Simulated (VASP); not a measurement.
# KBr: single point with r2SCAN

The system is KBr.

```
K Br
1.0
     0.00000    3.70195    3.70195
     3.70195    0.00000    3.70195
     3.70195    3.70195    0.00000
K Br
1 1
Direct
  0.00000 0.00000 0.00000
  0.25000 0.25000 0.25000
```

This cell differs from its parent crystal: strain +0.4%.

* Program: VASP 6.6.1
* Task: single point
* Functional: r2SCAN
* Potentials or basis: VASP PAW PBE potentials, release 64 (K_sv, Br)
* Cutoff: 520 eV
* k mesh: 6 × 6 × 6
* Occupations: gaussian, width 0.01 eV
* Spin: no spin polarisation

```
Pressure               : -0.1 GPa
Band gap on the k mesh : 4.83 eV, indirect (least direct gap 4.84 eV)
```

Levels at points of the mesh, in eV from the valence-band top:
| k point | band 5 | band 6 | band 7 | band 8 | band 9 | band 10 | band 11 | band 12 |
| --- | --- | --- | --- | --- | --- | --- | --- | --- |
| (0.00, 0.00, 0.00) | -11.67 | -0.01 | -0.01 | -0.01 | 4.83 | 9.34 | 9.34 | 10.31 |
| (0.50, 0.00, 0.00) | -11.46 | -0.37 | 0.00 | 0.00 | 7.15 | 7.45 | 8.87 | 8.87 |
| (0.50, 0.50, 0.00) | -11.39 | -0.41 | -0.02 | -0.02 | 6.52 | 7.76 | 9.80 | 10.22 |

Run time: 49 s on 1 thread of Intel(R) Xeon(R) 6975P-C (Granite Rapids), with other jobs on the host, peak memory 0.26 GiB.

Caveat: the cell differs from its parent crystal (strain +0.4%); the PAW data sets were made with another functional, which shifts forces and pressure a little. A k mesh can miss the band edges.
